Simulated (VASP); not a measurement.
Set up this calculation in VASP 6.6.1, as the native input.

- Task: single point
- Functional: PBE
- Potentials or basis: VASP PAW PBE potentials, release 64 (Si, As)
- Cutoff: 520 eV
- k mesh: 8 × 8 × 8
- Occupations: gaussian, width 0.1 eV
- Spin: no spin polarisation
- Dipole correction: no
- Further INCAR settings: ALGO = Normal; EDIFF = 1e-06; NBANDS = 28

The structure of Si5As3 lies in POSCAR:

```
Si5As3
1.0
   -3.2050078576      3.2050078576      3.2050078576
    3.2050078576     -3.2050078576      3.2050078576
    3.2050078576      3.2050078576     -3.2050078576
Si As
5 3
Direct
    0.5000000000      0.5000000000      0.5000000000
    0.0000000000      0.0000000000      0.5000000000
    0.0000000000      0.5000000000      0.0000000000
    0.5000000000      0.0000000000      0.0000000000
    0.0000000000      0.0000000000      0.0000000000
    0.0000000000      0.5000000000      0.5000000000
    0.5000000000      0.0000000000      0.5000000000
    0.5000000000      0.5000000000      0.0000000000
```

The input as run:

INCAR

```
PREC = Accurate
ENCUT = 520
EDIFF = 1E-6
ISMEAR = 0
SIGMA = 0.1
LREAL = False
LASPH = True
NELM = 60
ALGO = Normal
ISIF = 2
LWAVE = False
LCHARG = True
GGA = PE
LELF = True
LVHAR = True
NBANDS = 28
```

KPOINTS

```
regular mesh
0
Gamma
  8 8 8
```

Potentials or basis: VASP PAW PBE potentials, release 64 (Si, As).

Launch:

```sh
$ cat potpaw_PBE.64/Si/POTCAR potpaw_PBE.64/As/POTCAR > POTCAR
$ mpirun -np 1 vasp_std > vasp.out
```

Results of the run:

* Pressure: 0.1 GPa

It took 2.2 min on 1 thread of Intel Xeon 6975P-C, on a shared host, peak memory 0.29 GiB.
